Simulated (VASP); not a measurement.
Runs of VASP 6.6.1 on Os. The structure is that of space group P6_3/mmc (No. 194), or close to it. The cells are those of the table. 

| task | cell | k mesh | cutoff (eV) | smearing | gap on the mesh (eV) | pressure (GPa) | relaxed volume (Å³/atom) |
| --- | --- | --- | --- | --- | --- | --- | --- |
| relaxation of cell and atoms | relaxed from a = 2.753, b = 2.753, c = 4.351 Å, angles 90.0, 90.0, 120.0°, 2 atoms | 18 × 18 × 10 | 600 | fermi-dirac 0.15 eV | none | 0.0 | 14.29 |
| single point | a = 2.755, b = 2.755, c = 4.349 Å, angles 90.0, 90.0, 120.0°, 2 atoms | 18 × 18 × 10 | 520 | fermi-dirac 0.15 eV | none | -0.2 | - |
| single point | a = 2.751, b = 2.751, c = 4.355 Å, angles 90.0, 90.0, 120.0°, 2 atoms | 9 × 9 × 6 | 520 | gaussian 0.1 eV | none | -0.2 | - |
| electric field gradients | a = 2.755, b = 2.755, c = 4.349 Å, angles 90.0, 90.0, 120.0°, 2 atoms | 18 × 18 × 10 | 520 | fermi-dirac 0.15 eV | none | -0.2 | - |
| relaxation of cell and atoms | relaxed from a = 2.751, b = 2.751, c = 4.355 Å, angles 90.0, 90.0, 120.0°, 2 atoms | 18 × 18 × 10 | 600 | gaussian 0.1 eV | none | 0.0 | 14.27 |
| single point | a = 2.753, b = 2.753, c = 4.351 Å, angles 90.0, 90.0, 120.0°, 2 atoms | 18 × 18 × 10 | 520 | gaussian 0.1 eV | none | -0.2 | - |
| single point | a = 2.734, b = 2.734, c = 4.320 Å, angles 90.0, 90.0, 120.0°, 2 atoms | 9 × 9 × 4 | 520 | gaussian 0.1 eV | none | (a) | - |
| relaxation of cell and atoms | relaxed from a = 2.734, b = 2.734, c = 4.320 Å, angles 90.0, 90.0, 120.0°, 2 atoms | 9 × 9 × 6 | 600 | gaussian 0.1 eV | none | -0.3 | 14.28 |

Alike in all rows: level PBE; potentials or basis VASP PAW PBE potentials, release 64 (Os); no spin polarisation.

**Question.** Fill in the values left out.

**Answer.** (a) 8.6.

Caveats: some runs use coarse meshes; spin-orbit coupling is left out, which moves the levels of the heavy elements.

A k mesh can miss the band edges, and the runs leave out spin-orbit coupling on Os.

A gap of «none» marks levels without a gap at the run's occupations.
